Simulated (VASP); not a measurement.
# Ti3N3F in VASP: relaxation of the atoms with PBE

Aim: the relaxation of the atoms of Ti3N3F with PBE.

Everything below comes from runs of VASP 6.6.1. Logs are shortened: lines on timing, memory, paths and dates and some standing lists are left out, and cuts for length are marked.

**1. The cell of the first run**

The cell holds a slab with vacuum, 7 atoms: a = 3.003 Å, b = 3.003 Å, c = 21.554 Å, α = 90.00°, β = 90.00°, γ = 120.00°.

**2. Relaxation of the atoms, PBE**

Contents of INCAR:

```
ALGO     = Normal         # electronic algorithm
DIPOL    = 0.5 0.5 0.354
EDIFF    = 1E-7           # SCF threshold, eV
EDIFFG   = -0.025         # ionic threshold
ENCUT    = 520            # plane-wave cutoff, eV
GGA      = PE             # functional
GGA_COMPAT= False        
IBRION   = 2              # ionic algorithm
IDIPOL   = 3            
ISIF     = 2              # what is computed and relaxed
ISMEAR   = 0              # smearing method
LASPH    = True           # aspherical terms in the spheres
LCHARG   = False          # write CHGCAR
LDIPOL   = True         
LREAL    = False          # projectors in reciprocal space
LWAVE    = False          # write WAVECAR
NELM     = 120            # most SCF steps
NELMDL   = -8           
NELMIN   = 4            
NSW      = 36             # ionic steps
PREC     = Accurate       # precision mode
SIGMA    = 0.1            # smearing width, eV
```

Contents of KPOINTS:

```
k-points
0
Gamma
  9 9 1
```

Contents of POSCAR:

```
Ti3N3F
1.0
    3.0028555063      0.0000000000      0.0000000000
   -1.5014277532      2.6005491524      0.0000000000
    0.0000000000      0.0000000000     21.5541471841
N Ti F
3 3 1
Selective dynamics
Direct
    0.3333333333      0.6666666667      0.1855791355  F F F
    0.0000000000      0.0000000000      0.2993308526  F F F
    0.6666666667      0.3333333333      0.4147299353  F F F
    0.6666666667      0.3333333333      0.2424549941  F F F
    0.3333333333      0.6666666667      0.3575097830  F F F
    0.0000000000      0.0000000000      0.4664599856  F F F
    0.3333333333      0.6666666667      0.5099332079  F F T
```

Potentials or basis: VASP PAW PBE potentials, release 64 (N, Ti_sv, F).

Launch:

```console
cat potpaw_PBE.64/N/POTCAR potpaw_PBE.64/Ti_sv/POTCAR potpaw_PBE.64/F/POTCAR > POTCAR
mpirun -np 1 vasp_std > vasp.out
```

OUTCAR:

```text
EDIFF = 1E-7
   EDIFFG = -0.025
   ENCUT = 520
   GGA = PE
   IBRION = 2
   ISIF = 2
   ISMEAR = 0
   LASPH = True
   LREAL = False
   NELM = 120
   NELMDL = -8
   NELMIN = 4
   NSW = 36
   PREC = Accurate

 ion  position               nearest neighbor table
   1  0.333  0.667  0.186-   4 2.12   4 2.12   4 2.12
   2  0.000  0.000  0.299-   4 2.12   4 2.12   4 2.12   5 2.14   5 2.14   5 2.14
   3  0.667  0.333  0.415-   6 2.06   6 2.06   6 2.06   5 2.13   5 2.13   5 2.13
   4  0.667  0.333  0.242-   2 2.12   2 2.12   2 2.12   1 2.12   1 2.12   1 2.12
   5  0.333  0.667  0.358-   3 2.13   3 2.13   3 2.13   2 2.14   2 2.14   2 2.14   6 2.92   6 2.92
                             6 2.92
   6  0.000  0.000  0.466-   7 1.97   7 1.97   7 1.97   3 2.06   3 2.06   3 2.06   5 2.92   5 2.92
                             5 2.92
   7  0.333  0.667  0.510-   6 1.97   6 1.97   6 1.97

  LATTYP: Found a hexagonal cell.
 ALAT       =     3.0028555063
 C/A-ratio  =     7.1778835641

  Lattice vectors:

 A1 = (   3.0028555063,   0.0000000000,   0.0000000000)
 A2 = (  -1.5014277532,   2.6005491524,   0.0000000000)
 A3 = (   0.0000000000,   0.0000000000,  21.5541471841)

Analysis of symmetry for initial positions (statically):
=====================================================================
 Subroutine PRICEL returns:
 Original cell was already a primitive cell.

 Routine SETGRP: Setting up the symmetry group for a
 hexagonal supercell.

 Subroutine GETGRP returns: Found  6 space group operations
 (whereof  6 operations were pure point group operations)
 out of a pool of 24 trial point group operations.

The static configuration has the point symmetry C_3v.

Analysis of symmetry for dynamics (positions and initial velocities):
=====================================================================
 Subroutine PRICEL returns:
 Original cell was already a primitive cell.

 Routine SETGRP: Setting up the symmetry group for a
 hexagonal supercell.

 Subroutine GETGRP returns: Found  6 space group operations
 (whereof  6 operations were pure point group operations)
 out of a pool of 24 trial point group operations.

The dynamic configuration has the point symmetry C_3v.

Analysis of constrained symmetry for selective dynamics:
=====================================================================
 Subroutine PRICEL returns:
 Original cell was already a primitive cell.

 Routine SETGRP: Setting up the symmetry group for a
 hexagonal supercell.

 Subroutine GETGRP returns: Found  6 space group operations
 (whereof  6 operations were pure point group operations)
 out of a pool of 24 trial point group operations.

The constrained configuration has the point symmetry C_3v.

 Subroutine INISYM returns: Found  6 space group operations
 (whereof  6 operations are pure point group operations),
 and found     1 'primitive' translations

----------------------------------------------------------------------------------------

                                     Primitive cell

  volume of cell :     168.3179

  direct lattice vectors                    reciprocal lattice vectors
     3.002855506  0.000000000  0.000000000     0.333016357  0.192267083  0.000000000
    -1.501427753  2.600549152  0.000000000     0.000000000  0.384534166  0.000000000
     0.000000000  0.000000000 21.554147184     0.000000000  0.000000000  0.046394784

  length of vectors
     3.002855506  3.002855506 21.554147184     0.384534166  0.384534166  0.046394784

  position of ions in fractional coordinates (direct lattice)
     0.333333333  0.666666667  0.185579135
     0.000000000  0.000000000  0.299330853
     0.666666667  0.333333333  0.414729935
     0.666666667  0.333333333  0.242454994
     0.333333333  0.666666667  0.357509783
     0.000000000  0.000000000  0.466459986
     0.333333333  0.666666667  0.509933208

  ion indices of the primitive-cell ions
   primitive index   ion index
                 1           1
                 2           2
                 3           3
                 4           4
                 5           5
                 6           6
                 7           7

[... 36 lines left out ...]
  0.444444  0.111111  0.000000      6.000000
  0.222222  0.222222  0.000000      6.000000
  0.333333  0.222222  0.000000     12.000000
  0.333333  0.333333  0.000000      2.000000
   k-points           NKPTS =     12   k-points in BZ     NKDIM =     12   number of bands    NBANDS=     34
   number of dos      NEDOS =    301   number of ions     NIONS =      7
   total plane-waves  NPLWV =  92160
   dimension x,y,z NGX =    24 NGY =   24 NGZ =  160
   dimension x,y,z NGXF=    48 NGYF=   48 NGZF=  320
   ions per type =               3   3   1
   NGX,Y,Z   is equivalent  to a cutoff of  13.29, 13.29, 12.34 a.u.
   NGXF,Y,Z  is equivalent  to a cutoff of  26.57, 26.57, 24.68 a.u.
 SYSTEM =  unknown system
   PREC   = accura    normal or accurate (medium, high low for compatibility)
   ISTART =      0    job   : 0-new  1-cont  2-samecut
   ICHARG =      2    charge: 1-file 2-atom 10-const
   ISPIN  =      1    spin polarized calculation?
   LNONCOLLINEAR =      F non collinear calculations
   LSORBIT =      F    spin-orbit coupling
   LASPH  =      T    aspherical Exc in radial PAW
   ENCUT  =  520.0 eV  38.22 Ry    6.18 a.u.   5.58  5.58 40.08*2*pi/ulx,y,z
   NELM   =    120;   NELMIN=  4; NELMDL= -8     # of ELM steps
   EDIFF  = 0.1E-06   stopping-criterion for ELM
   LREAL  =      F    real-space projection
   EDIFFG = -.3E-01   stopping-criterion for IOM
   NSW    =     36    number of steps for IOM
   IBRION =      2    ionic relax: 0-MD 1-quasi-New 2-CG
   NFREE  =      1    steps in history (QN), initial steepest desc. (CG)
   ISIF   =      2    stress and relaxation
   ISYM   =      2    0-nonsym 1-usesym 2-fastsym
   POTIM  = 0.5000    time-step for ionic-motion
   TEBEG  =    0.0;   TEEND  =   0.0 temperature during run
   PSTRESS=    0.0 pullay stress
   NELECT =      58.0000    total number of electrons
   NUPDOWN=      -1.0000    fix difference up-down
   EMIN   =  10.00;   EMAX   =-10.00  energy-range for DOS
   EFERMI =   0.00;   METHOD = LEGACY
   ISMEAR =     0;   SIGMA  =   0.10  broadening in eV -4-tet -1-fermi 0-gaus
   EFERMI_NEDOS =   21; number of points for ismear=-14 and -15
   IALGO  =     38    algorithm
   IMIX   =      4    mixing-type and parameters
     AMIX     =   0.40;   BMIX     =  1.00
     AMIX_MAG =   1.60;   BMIX_MAG =  1.00
  volume/ion in A,a.u.               =      24.05       162.27
  Fermi-wavevector in a.u.,A,eV,Ry     =   1.147733  2.168900 17.922820  1.317290
  Thomas-Fermi vector in A             =   2.284411
   LORBIT       =      0    0 simple, 1 ext, 2 COOP (PROOUT), +10 PAW based schemes
   GGA     = PE    functional components
   LHFCALC =     F    Hartree Fock is set to
   AEXX    =    0.0000 exact exchange contribution
   IVDW    =     0    specifies the selected vdW correction
   LEPSILON=     F    determine dielectric tensor
   LRPA    =     F    only Hartree local field effects (RPA)
 conjugate gradient relaxation of ions
 non-spin polarized calculation
 Gauss-broadening in eV      SIGMA  =   0.10
  energy-cutoff  :      520.00
  volume of cell :      168.32
 maximum number of plane-waves:      4581
 NGX is ok and might be reduce to    24
   NGX = 11   NGY = 11   NGZ = 81

 dipolmoment           0.000000      0.000000      0.390126 electrons x Angstroem

--------------------------------------- Ionic step        1  -------------------------------------------

 number of electron      58.0000018 magnetization

 Free energy of the ion-electron system (eV)
  ---------------------------------------------------
  ext. energy  EPLUGINS =         0.00000000
  ---------------------------------------------------
  free energy    TOTEN  =       -60.59726619 eV

  energy without entropy =      -60.58446429  energy(sigma->0) =      -60.59086524

------------------------ aborting loop because EDIFF is reached ----------------------------------------

  FORCE on cell =-STRESS in cart. coord.  units (eV):
  Direction    XX          YY          ZZ          XY          YZ          ZX
  --------------------------------------------------------------------------------------
  -------------------------------------------------------------------------------------
  Total        3.2603783      3.2603783      0.6379259     -0.0000000     -0.0000000      0.0000000
  in kB       31.0347483     31.0347483      6.0722614     -0.0000000     -0.0000000      0.0000000
  external PRESSURE =      22.7139194 kB  Pullay stress =       0.0000000 kB
[... 28 lines left out ...]
--------------------------------------- Ionic step        2  -------------------------------------------

 number of electron      58.0000024 magnetization

 E-fermi :   0.2827     XC(G=0):  -5.6500

 val. band max:        0.2188218027   @ k =   0.1111   0.0000   0.0000
 cond. band min:       0.2950396192   @ k =   0.2222   0.2222   0.0000
 fundamental gap:      0.0762178165
 Fermi energy:         0.2827253475

 k-point     1 :       0.0000    0.0000    0.0000
  band No.  band energies     occupation
      1     -57.7493      2.00000
      2     -57.3097      2.00000
      3     -56.2825      2.00000
      4     -34.2463      2.00000
      5     -33.8339      2.00000
      6     -33.8339      2.00000
[... 514 lines left out ...]
--------------------------------------- Ionic step        4  -------------------------------------------

 number of electron      58.0000020 magnetization

 dipolmoment           0.000000      0.000000     -0.157249 electrons x Angstroem

 Free energy of the ion-electron system (eV)
  ---------------------------------------------------
  ext. energy  EPLUGINS =         0.00000000
  ---------------------------------------------------
  free energy    TOTEN  =       -61.32691688 eV

  energy without entropy =      -61.31634992  energy(sigma->0) =      -61.32163340

 E-fermi :  -0.0566     XC(G=0):  -5.6804

 val. band max:       -0.1495580488   @ k =   0.1111   0.0000   0.0000
 cond. band min:      -0.0334639947   @ k =   0.2222   0.2222   0.0000
 fundamental gap:      0.1160940540
 Fermi energy:        -0.0565607317

 k-point     1 :       0.0000    0.0000    0.0000
  band No.  band energies     occupation
      1     -58.0567      2.00000
      2     -57.6627      2.00000
      3     -56.6264      2.00000
      4     -34.5290      2.00000
      5     -34.1225      2.00000
      6     -34.1225      2.00000
[... 433 lines left out ...]
     33       1.7669      0.00000
     34       1.8747      0.00000

------------------------ aborting loop because EDIFF is reached ----------------------------------------

 vacuum level on the upper side and lower side of the slab       (xc-potential included)        -1.784         1.768

  FORCE on cell =-STRESS in cart. coord.  units (eV):
  Direction    XX          YY          ZZ          XY          YZ          ZX
  --------------------------------------------------------------------------------------
  -------------------------------------------------------------------------------------
  Total       -0.9560277     -0.9560277     -4.1182060      0.0000000      0.0000000      0.0000000
  in kB       -9.1001949     -9.1001949    -39.2002020      0.0000000      0.0000000      0.0000000
  external PRESSURE =     -19.1335306 kB  Pullay stress =       0.0000000 kB
[... 22 lines left out ...]
  FREE ENERGIE OF THE ION-ELECTRON SYSTEM (eV)
  ---------------------------------------------------
  free  energy   TOTEN  =       -61.3269168760 eV

  energy  without entropy=      -61.3163499180  energy(sigma->0) =      -61.32163340

 reached required accuracy - stopping structural energy minimisation

 vacuum level on the upper side and lower side of the slab         4.522         8.166
```

It took 7 min on 1 thread of Intel Xeon Platinum 8375C at 2.90GHz (Ice Lake), shared host; peak memory 0.32 GiB.

Results:

```
Free energy               : -61.3269 eV
Energy gained by relaxing : 104.2 meV/atom
Ionic steps               : 4
Band gap on the k mesh    : zero (bands 29 and 30 overlap by 0.39 eV)
```

Step by step:
| step | energy change (eV) | largest force on free atoms (eV/Å) | pressure (GPa) |
| --- | --- | --- | --- |
| 1 | 0.0000 | 4.4070 | 2.27 |
| 2 | -0.6312 | 1.5584 | -0.59 |
| 3 | -0.7293 | 0.0842 | -1.85 |
| 4 | -0.7297 | 0.0064 | -1.91 |

Final structure:
```
N Ti F
1.0
     3.00286    0.00000    0.00000
    -1.50143    2.60055    0.00000
     0.00000    0.00000   21.55415
N Ti F
3 3 1
Direct
  0.33333 0.66667 0.18558
  0.00000 0.00000 0.29933
  0.66667 0.33333 0.41473
  0.66667 0.33333 0.24246
  0.33333 0.66667 0.35751
  0.00000 0.00000 0.46646
  0.33333 0.66667 0.52577
```

Levels at points of the mesh, in eV from the Fermi level:
```
           k point  band 26  band 27  band 28  band 29  band 30  band 31  band 32  band 33
(0.00, 0.00, 0.00)    -1.10    -0.41    -0.41     0.04     0.04     0.29     1.08     1.08
```
